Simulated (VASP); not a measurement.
Runs of VASP 6.6.1 on SiC. The structure is that of space group Pm-3n (No. 223), or close to it. The cells are those of the table. 

```csv
task,cell,k mesh,cutoff (eV),smearing,gap on the mesh (eV),pressure (GPa),relaxed volume (Å³/atom)
relaxation of cell and atoms,"relaxed from a = 5.357 Å, 12 atoms",6 × 6 × 6,600,gaussian 0.02 eV,1.89,0.1,12.79
single point,"a = 5.357 Å, 12 atoms",6 × 6 × 6,520,gaussian 0.02 eV,1.89,0.0,-
single point,"a = 5.357 Å, 12 atoms",4 × 4 × 4,520,gaussian 0.1 eV,2.03,0.0,-
relaxation of cell and atoms,"relaxed from a = 5.160 Å, 12 atoms",4 × 4 × 4,600,gaussian 0.1 eV,2.03,-0.3,(a)
```

Alike in all rows: level PBE; potentials or basis VASP PAW PBE potentials, release 64 (Si, C); no spin polarisation.

Estimate the missing entries.

(a) 12.83.

A k mesh can miss the band edges.
